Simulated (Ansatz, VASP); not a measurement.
## Mg2Ge2N: VASP beside Ansatz

```
Mg Ge N
1.0
     3.97507    0.00000    0.00000
    -1.98753    3.44251    0.00000
     0.00000    0.00000    6.77682
Mg Ge N
2 2 1
Direct
  0.33333 0.66667 0.00000
  0.00000 0.00000 0.50000
  0.00000 0.00000 0.13265
  0.00000 0.00000 0.86735
  0.33333 0.66667 0.50000
```

Alike in both runs: task single point; functional PBE; k mesh 6 × 6 × 4; occupations gaussian, width 0.1 eV; no spin polarisation.

```csv
,VASP,Ansatz
version,VASP 6.6.1,Ansatz 0.2.0
potentials or method,"VASP PAW PBE potentials, release 64 (Mg_sv, Ge_d, N), cutoff 750 eV","scalar-relativistic, plane waves, PAW"
valence electrons in the cell,53,53
```

|  | VASP | Ansatz | Ansatz less VASP |
| --- | --- | --- | --- |
| gap on the k mesh at the Fermi level (eV) | none | none | - |
| rms of the force components (eV/Å) | 7.032 | 6.396 | -0.6356 |

Atom by atom the forces differ by 0.636 eV/Å (rms over components). A gap of «none» marks a metal or a gap that the smearing closes.
